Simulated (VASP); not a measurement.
# Si in VASP: notebook

The runs below take Si through single point, with PBE.

All numbers are computed with VASP 6.6.1; they aren't measurements. Logs are shortened: lines on timing, memory, paths and dates and some standing lists are left out, and cuts for length are marked.

## 1. The cell of the first run

The cell holds a slab with vacuum, 2 atoms: a = 3.875 Å, b = 3.875 Å, c = 28.000 Å, α = 90.00°, β = 90.00°, γ = 120.00°.

## 2. Single point, PBE

INCAR reads:

```
SYSTEM = Si
ALGO = Normal
DIPOL = 0.5 0.5 0.500
EDIFF = 1E-6
ENCUT = 520
GGA = PE
IDIPOL = 3
ISIF = 2
ISMEAR = 0
LASPH = .TRUE.
LCHARG = .TRUE.
LDIPOL = .TRUE.
LELF = .TRUE.
LREAL = .FALSE.
LVACPOTAV = .TRUE.
LVHAR = .TRUE.
LWAVE = .FALSE.
NBANDS = 11
NELM = 60
PREC = Accurate
SIGMA = 0.1
```

KPOINTS reads:

```
k-points
0
G
  15 15 1
  0 0 0
```

POSCAR reads:

```
Si
1.0
    3.8750000000      0.0000000000      0.0000000000
   -1.9375000000      3.3558484397      0.0000000000
    0.0000000000      0.0000000000     28.0000000000
Si
2
Direct
    0.3333333333      0.6666666667      0.5178571429
    0.6666666667      0.3333333333      0.4821428571
```

Potentials or basis: VASP PAW PBE potentials, release 64 (Si).

Started as:

```bash
$ cat potpaw_PBE.64/Si/POTCAR > POTCAR
$ mpirun -np 1 vasp_std > vasp.out
```

OUTCAR:

```text
SYSTEM = Si
   EDIFF = 1E-6
   ENCUT = 520
   GGA = PE
   ISIF = 2
   ISMEAR = 0
   LASPH = .TRUE.
   LREAL = .FALSE.
   NELM = 60
   PREC = Accurate

 ion  position               nearest neighbor table
   1  0.333  0.667  0.518-   2 2.45   2 2.45   2 2.45
   2  0.667  0.333  0.482-   1 2.45   1 2.45   1 2.45

  LATTYP: Found a hexagonal cell.
 ALAT       =     3.8750000000
 C/A-ratio  =     7.2258064516

  Lattice vectors:

 A1 = (   3.8750000000,   0.0000000000,   0.0000000000)
 A2 = (  -1.9375000000,   3.3558484397,   0.0000000000)
 A3 = (   0.0000000000,   0.0000000000,  28.0000000000)

Analysis of symmetry for initial positions (statically):
=====================================================================
 Subroutine PRICEL returns:
 Original cell was already a primitive cell.

 Routine SETGRP: Setting up the symmetry group for a
 hexagonal supercell.

 Subroutine GETGRP returns: Found 12 space group operations
 (whereof 12 operations were pure point group operations)
 out of a pool of 24 trial point group operations.

The static configuration has the point symmetry D_3d.

Analysis of symmetry for dynamics (positions and initial velocities):
=====================================================================
 Subroutine PRICEL returns:
 Original cell was already a primitive cell.

 Routine SETGRP: Setting up the symmetry group for a
 hexagonal supercell.

 Subroutine GETGRP returns: Found 12 space group operations
 (whereof 12 operations were pure point group operations)
 out of a pool of 24 trial point group operations.

The dynamic configuration has the point symmetry D_3d.

 Subroutine INISYM returns: Found 12 space group operations
 (whereof 12 operations are pure point group operations),
 and found     1 'primitive' translations

----------------------------------------------------------------------------------------

                                     Primitive cell

  volume of cell :     364.1096

  direct lattice vectors                    reciprocal lattice vectors
     3.875000000  0.000000000  0.000000000     0.258064516  0.148993618  0.000000000
    -1.937500000  3.355848440  0.000000000     0.000000000  0.297987236  0.000000000
     0.000000000  0.000000000 28.000000000     0.000000000  0.000000000  0.035714286

  length of vectors
     3.875000000  3.875000000 28.000000000     0.297987236  0.297987236  0.035714286

  position of ions in fractional coordinates (direct lattice)
     0.333333333  0.666666667  0.517857143
     0.666666667  0.333333333  0.482142857

  ion indices of the primitive-cell ions
   primitive index   ion index
                 1           1
                 2           2

----------------------------------------------------------------------------------------

 KPOINTS: k-points

Automatic generation of k-mesh.
 Grid dimensions read from file:
 generate k-points for:   15   15    1

 Generating k-lattice:

  Cartesian coordinates                     Fractional coordinates (reciprocal lattice)
     0.017204301  0.009932908  0.000000000     0.066666667  0.000000000  0.000000000
     0.000000000  0.019865816  0.000000000     0.000000000  0.066666667  0.000000000
     0.000000000  0.000000000  0.035714286     0.000000000  0.000000000  1.000000000

  Length of vectors
     0.019865816  0.019865816  0.035714286

  Shift w.r.t. Gamma in fractional coordinates (k-lattice)
     0.000000000  0.000000000  0.000000000

 Subroutine IBZKPT returns following result:
 ===========================================

 Found     27 irreducible k-points:

 Following reciprocal coordinates:
            Coordinates               Weight
  0.000000  0.000000  0.000000      1.000000
  0.066667  0.000000  0.000000      6.000000
  0.133333  0.000000  0.000000      6.000000
  0.200000  0.000000  0.000000      6.000000
  0.266667  0.000000  0.000000      6.000000
  0.333333  0.000000  0.000000      6.000000
[... 16 lines left out ...]
  0.333333  0.200000  0.000000     12.000000
  0.400000  0.200000  0.000000      6.000000
 [... further k-points ...]
   k-points           NKPTS =     27   k-points in BZ     NKDIM =     27   number of bands    NBANDS=     11
   number of dos      NEDOS =    301   number of ions     NIONS =      2
   total plane-waves  NPLWV = 189000
   dimension x,y,z NGX =    30 NGY =   30 NGZ =  210
   dimension x,y,z NGXF=    60 NGYF=   60 NGZF=  420
   ions per type =               2
   NGX,Y,Z   is equivalent  to a cutoff of  12.87, 12.87, 12.47 a.u.
   NGXF,Y,Z  is equivalent  to a cutoff of  25.74, 25.74, 24.94 a.u.
 SYSTEM =  Si
   PREC   = accura    normal or accurate (medium, high low for compatibility)
   ISTART =      0    job   : 0-new  1-cont  2-samecut
   ICHARG =      2    charge: 1-file 2-atom 10-const
   ISPIN  =      1    spin polarized calculation?
   LNONCOLLINEAR =      F non collinear calculations
   LSORBIT =      F    spin-orbit coupling
   LASPH  =      T    aspherical Exc in radial PAW
   ENCUT  =  520.0 eV  38.22 Ry    6.18 a.u.   7.20  7.20 52.06*2*pi/ulx,y,z
   NELM   =     60;   NELMIN=  2; NELMDL= -5     # of ELM steps
   EDIFF  = 0.1E-05   stopping-criterion for ELM
   LREAL  =      F    real-space projection
   EDIFFG = 0.1E-04   stopping-criterion for IOM
   NSW    =      0    number of steps for IOM
   IBRION =     -1    ionic relax: 0-MD 1-quasi-New 2-CG
   NFREE  =      0    steps in history (QN), initial steepest desc. (CG)
   ISIF   =      2    stress and relaxation
   ISYM   =      2    0-nonsym 1-usesym 2-fastsym
   POTIM  = 0.5000    time-step for ionic-motion
   TEBEG  =    0.0;   TEEND  =   0.0 temperature during run
   PSTRESS=    0.0 pullay stress
   NELECT =       8.0000    total number of electrons
   NUPDOWN=      -1.0000    fix difference up-down
   EMIN   =  10.00;   EMAX   =-10.00  energy-range for DOS
   EFERMI =   0.00;   METHOD = LEGACY
   ISMEAR =     0;   SIGMA  =   0.10  broadening in eV -4-tet -1-fermi 0-gaus
   EFERMI_NEDOS =   21; number of points for ismear=-14 and -15
   IALGO  =     38    algorithm
   IMIX   =      4    mixing-type and parameters
     AMIX     =   0.40;   BMIX     =  1.00
     AMIX_MAG =   1.60;   BMIX_MAG =  1.00
  volume/ion in A,a.u.               =     182.05      1228.57
  Fermi-wavevector in a.u.,A,eV,Ry     =   0.458523  0.866482  2.860530  0.210243
  Thomas-Fermi vector in A             =   1.443891
   LORBIT       =      0    0 simple, 1 ext, 2 COOP (PROOUT), +10 PAW based schemes
   GGA     = PE    functional components
   LHFCALC =     F    Hartree Fock is set to
   AEXX    =    0.0000 exact exchange contribution
   IVDW    =     0    specifies the selected vdW correction
   LEPSILON=     F    determine dielectric tensor
   LRPA    =     F    only Hartree local field effects (RPA)
 non-spin polarized calculation
 Gauss-broadening in eV      SIGMA  =   0.10
  energy-cutoff  :      520.00
  volume of cell :      364.11
 maximum number of plane-waves:      9847
 NGX is ok and might be reduce to    30
   NGX = 15   NGY = 15   NGZ =105

 dipolmoment           0.000000      0.000000      0.000000 electrons x Angstroem

 number of electron       8.0000001 magnetization

 dipolmoment           0.000000      0.000000     -0.000000 electrons x Angstroem

 Free energy of the ion-electron system (eV)
  ---------------------------------------------------
  ext. energy  EPLUGINS =         0.00000000
  ---------------------------------------------------
  free energy    TOTEN  =        -9.03440186 eV

  energy without entropy =       -9.02949413  energy(sigma->0) =       -9.03194799

 E-fermi :  -3.2556     XC(G=0):  -1.6221

 val. band max:       -3.4183330039   @ k =   0.0667   0.0667   0.0000
 cond. band min:      -3.2265562563   @ k =   0.3333   0.2667   0.0000
 fundamental gap:      0.1917767476
 Fermi energy:        -3.2555500656

 k-point     1 :       0.0000    0.0000    0.0000
  band No.  band energies     occupation
      1     -13.3022      2.00000
      2      -6.9288      2.00000
      3      -3.0892      0.01863
      4      -3.0892      0.01863
      5      -2.0460      0.00000
      6      -0.4712      0.00000
      7       0.5268      0.00000
      8       0.5268      0.00000
      9       0.8379      0.00000
     10       1.0640      0.00000
     11       1.3896      0.00000

 k-point     2 :       0.0667    0.0000    0.0000
  band No.  band energies     occupation
      1     -13.2509      2.00000
      2      -6.9039      2.00000
      3      -3.5374      1.99993
      4      -3.1948      0.39040
      5      -2.0202      0.00000
      6      -0.1368      0.00000
      7       0.5207      0.00000
      8       0.7027      0.00000
      9       0.8995      0.00000
     10       1.1226      0.00000
     11       1.4434      0.00000

 k-point     3 :       0.1333    0.0000    0.0000
  band No.  band energies     occupation
      1     -13.0978      2.00000
      2      -6.8535      2.00000
      3      -4.3968      2.00000
      4      -3.4534      1.99486
      5      -1.9560      0.00000
      6      -0.1801      0.00000
      7       1.0196      0.00000
      8       1.1539      0.00000
      9       1.1559      0.00000
     10       1.3270      0.00000
     11       1.6148      0.00000

 k-point     4 :       0.2000    0.0000    0.0000
  band No.  band energies     occupation
      1     -12.8453      2.00000
      2      -6.9005      2.00000
      3      -5.1652      2.00000
      4      -3.7639      2.00000
      5      -1.9057      0.00000
      6      -0.5262      0.00000
      7       1.3456      0.00000
      8       1.3593      0.00000
      9       1.7046      0.00000
     10       1.7110      0.00000
     11       2.1514      0.00000

 k-point     5 :       0.2667    0.0000    0.0000
  band No.  band energies     occupation
      1     -12.4989      2.00000
      2      -7.3231      2.00000
      3      -5.4576      2.00000
      4      -4.0571      2.00000
      5      -1.9847      0.00000
      6      -0.7971      0.00000
      7       1.1700      0.00000
      8       1.7552      0.00000
      9       2.0723      0.00000
     10       2.1661      0.00000
     11       2.4811      0.00000
[... 211 lines left out ...]
 k-point    21 :       0.2000    0.2000    0.0000
  band No.  band energies     occupation
      1     -11.9675      2.00000
      2      -8.0163      2.00000
      3      -5.3092      2.00000
      4      -5.1078      2.00000
      5      -2.1755      0.00000
      6       0.6771      0.00000
      7       1.0510      0.00000
      8       2.0197      0.00000
      9       2.0572      0.00000
     10       2.4508      0.00000
     11       2.7310      0.00000

 k-point    22 :       0.2667    0.2000    0.0000
  band No.  band energies     occupation
      1     -11.5113      2.00000
      2      -8.6482      2.00000
      3      -5.7318      2.00000
      4      -4.7523      2.00000
      5      -2.5150      0.00000
      6       0.7061      0.00000
      7       1.0990      0.00000
      8       1.7920      0.00000
      9       2.9440      0.00000
     10       3.0227      0.00000
     11       3.3157      0.00000

 k-point    23 :       0.3333    0.2000    0.0000
  band No.  band energies     occupation
      1     -11.0307      2.00000
      2      -9.2585      2.00000
      3      -5.9832      2.00000
      4      -4.3501      2.00000
      5      -2.9253      0.00000
      6       0.5309      0.00000
      7       1.2124      0.00000
      8       1.9097      0.00000
      9       3.3385      0.00000
     10       3.7202      0.00000
     11       4.0044      0.00000

 k-point    24 :       0.4000    0.2000    0.0000
  band No.  band energies     occupation
      1     -10.7505      2.00000
      2      -9.5861      2.00000
      3      -6.0658      2.00000
      4      -4.1133      2.00000
      5      -3.1695      0.22340
      6       0.4621      0.00000
      7       1.2122      0.00000
      8       2.1580      0.00000
      9       2.9619      0.00000
     10       4.4555      0.00000
     11       4.5862      0.00000

 [... further k-points ...]

------------------------ aborting loop because EDIFF is reached ----------------------------------------

  FORCE on cell =-STRESS in cart. coord.  units (eV):
  Direction    XX          YY          ZZ          XY          YZ          ZX
  --------------------------------------------------------------------------------------
  -------------------------------------------------------------------------------------
  Total       -1.8641089     -1.8641089     -2.1379656      0.0000000      0.0000000      0.0000000
  in kB       -8.2025672     -8.2025672     -9.4076083      0.0000000      0.0000000      0.0000000
  external PRESSURE =      -8.6042476 kB  Pullay stress =       0.0000000 kB

 VOLUME and BASIS-vectors are now :
 -----------------------------------------------------------------------------
  energy-cutoff  :      520.00
  volume of cell :      364.11
      direct lattice vectors                 reciprocal lattice vectors
     3.875000000  0.000000000  0.000000000     0.258064516  0.148993618  0.000000000
    -1.937500000  3.355848440  0.000000000     0.000000000  0.297987236  0.000000000
     0.000000000  0.000000000 28.000000000     0.000000000  0.000000000  0.035714286

 POSITION                                       TOTAL-FORCE (eV/Angst)
 -----------------------------------------------------------------------------------
     -0.00000      2.23723     14.50000         0.000000     -0.000000     -2.134368
      1.93750      1.11862     13.50000        -0.000000      0.000000      2.134368
 -----------------------------------------------------------------------------------
    total drift:                               -0.000000     -0.000000     -0.000000

  FREE ENERGIE OF THE ION-ELECTRON SYSTEM (eV)
  ---------------------------------------------------
  free  energy   TOTEN  =        -9.0344018557 eV

  energy  without entropy=       -9.0294941323  energy(sigma->0) =       -9.03194799

 vacuum level on the upper side and lower side of the slab         1.121         1.121
```

Wall time 2 min (1 thread of Intel Xeon 6975P-C (Granite Rapids), shared host); peak memory 0.47 GiB.

What came out:

```
Free energy            : -9.0344 eV
Largest force          : 2.134 eV/Å
Band gap on the k mesh : zero (band 4 reaches -3.09 eV, above the bottom of band 5 at -3.58 eV)
```

Forces in eV/Å, atoms in the order of the input:
```
Si   0.000  0.000 -2.134
Si   0.000  0.000  2.134
```

## 3. Single point, PBE

This run uses another cell than the first one, of 187.93 Å³/atom, 1.032 times its volume.

INCAR reads:

```
SYSTEM = Si
ALGO = Normal
DIPOL = 0.5 0.5 0.500
EDIFF = 1E-6
ENCUT = 520
GGA = PE
IDIPOL = 3
ISIF = 2
ISMEAR = 0
LASPH = .True.
LCHARG = .False.
LDIPOL = .True.
LREAL = .False.
LWAVE = .False.
NBANDS = 11
NELM = 80
PREC = Accurate
SIGMA = 0.1
```

KPOINTS reads:

```
k-points
0
Gamma
  15 15 1
  0 0 0
```

POSCAR reads:

```
Si
1.0
    3.9370000000      0.0000000000      0.0000000000
   -1.9685000000      3.4095420147      0.0000000000
    0.0000000000      0.0000000000     28.0000000000
Si
2
Direct
    0.3333333333      0.6666666667      0.5051071429
    0.6666666667      0.3333333333      0.4948928571
```

Potentials or basis: VASP PAW PBE potentials, release 64 (Si).

Started as:

```bash
$ cat potpaw_PBE.64/Si/POTCAR > POTCAR
$ mpirun -np 1 vasp_std > vasp.out
```

OUTCAR:

```text
SYSTEM = Si
   EDIFF = 1E-6
   ENCUT = 520
   GGA = PE
   ISIF = 2
   ISMEAR = 0
   LASPH = .True.
   LREAL = .False.
   NELM = 80
   PREC = Accurate

 ion  position               nearest neighbor table
   1  0.333  0.667  0.505-   2 2.29   2 2.29   2 2.29
   2  0.667  0.333  0.495-   1 2.29   1 2.29   1 2.29

  LATTYP: Found a hexagonal cell.
 ALAT       =     3.9370000000
 C/A-ratio  =     7.1120142240

  Lattice vectors:

 A1 = (   3.9370000000,   0.0000000000,   0.0000000000)
 A2 = (  -1.9685000000,   3.4095420147,   0.0000000000)
[... 529 lines left out ...]

  FORCE on cell =-STRESS in cart. coord.  units (eV):
  Direction    XX          YY          ZZ          XY          YZ          ZX
  --------------------------------------------------------------------------------------
  -------------------------------------------------------------------------------------
  Total       -1.1059237     -1.1059237      0.0205020      0.0000000     -0.0000000      0.0000000
  in kB       -4.7142896     -4.7142896      0.0873953      0.0000000     -0.0000000      0.0000000
  external PRESSURE =      -3.1137280 kB  Pullay stress =       0.0000000 kB

 VOLUME and BASIS-vectors are now :
 -----------------------------------------------------------------------------
  energy-cutoff  :      520.00
  volume of cell :      375.85
      direct lattice vectors                 reciprocal lattice vectors
     3.937000000  0.000000000  0.000000000     0.254000508  0.146647262  0.000000000
    -1.968500000  3.409542015  0.000000000     0.000000000  0.293294523  0.000000000
     0.000000000  0.000000000 28.000000000     0.000000000  0.000000000  0.035714286

 POSITION                                       TOTAL-FORCE (eV/Angst)
 -----------------------------------------------------------------------------------
     -0.00000      2.27303     14.14300        -0.000000      0.000000      0.084523
      1.96850      1.13651     13.85700         0.000000     -0.000000     -0.084523
 -----------------------------------------------------------------------------------
    total drift:                                0.000000     -0.000000      0.000000

  FREE ENERGIE OF THE ION-ELECTRON SYSTEM (eV)
  ---------------------------------------------------
  free  energy   TOTEN  =        -9.5411567016 eV

  energy  without entropy=       -9.5401536978  energy(sigma->0) =       -9.54065520

 vacuum level on the upper side and lower side of the slab         1.155         1.155
```

stdout:

```text
POSCAR found type information on POSCAR Si
 POSCAR found :  1 types and       2 ions
 scaLAPACK will be used
 LDA part: xc-table for (Slater+PW92), standard interpolation
 POSCAR, INCAR and KPOINTS ok, starting setup
 FFT: planning ... GRIDC
 FFT: planning ... GRID_SOFT
 FFT: planning ... GRID
 WAVECAR not read
 entering main loop
```

Wall time 2.2 min (1 thread of Intel Xeon 6975P-C (Granite Rapids), shared host); peak memory 0.47 GiB.

What came out:

```
Free energy            : -9.5412 eV
Largest force          : 0.085 eV/Å
Band gap on the k mesh : zero (filled and empty bands touch)
```

Forces on the atoms (eV/Å):
```
Si   0.000  0.000  0.085
Si   0.000  0.000 -0.085
```

## 4. Single point, PBE

This run uses another cell than the first one, of 187.93 Å³/atom, 1.032 times its volume.

INCAR reads:

```
SYSTEM = Si
  ALGO = Normal
  DIPOL = 0.5 0.5 0.500
  EDIFF = 1E-7
  ENCUT = 520
  GGA = PE
  IDIPOL = 3
  ISIF = 2
  ISMEAR = 0
  LASPH = .True.
  LCHARG = .False.
  LDIPOL = .True.
  LREAL = .False.
  LWAVE = .False.
  NBANDS = 11
  NELM = 100
  PREC = Accurate
  SIGMA = 0.1
```

KPOINTS is that of step 3.

POSCAR reads:

```
Si
1.0
    3.9370000000      0.0000000000      0.0000000000
   -1.9685000000      3.4095420147      0.0000000000
    0.0000000000      0.0000000000     28.0000000000
Si
2
Direct
    0.3333333333      0.6666666667      0.5101964286
    0.6666666667      0.3333333333      0.4898035714
```

Started as:

```bash
$ cat potpaw_PBE.64/Si/POTCAR > POTCAR
$ mpirun -np 1 vasp_std > vasp.out
```

It took 2.6 min on 1 thread of Intel Xeon 6975P-C (Granite Rapids), shared host; peak memory 0.46 GiB.

It converged, with:

```yaml
Free_energy: -9.5147 eV
Largest_force: 0.396 eV/Å
Band_gap_on_the_k_mesh: zero (filled and empty bands touch)
```

Forces in eV/Å, atoms in the order of the input:
```
Si   0.000  0.000 -0.396
Si   0.000  0.000  0.396
```

Levels at points of the mesh, in eV from the Fermi level:
| k point | band 1 | band 2 | band 3 | band 4 | band 5 | band 6 | band 7 | band 8 | band 9 |
| --- | --- | --- | --- | --- | --- | --- | --- | --- | --- |
| (0.00, 0.00, 0.00) | -10.64 | -3.07 | -1.01 | -1.01 | 1.62 | 2.39 | 3.10 | 3.10 | 4.38 |
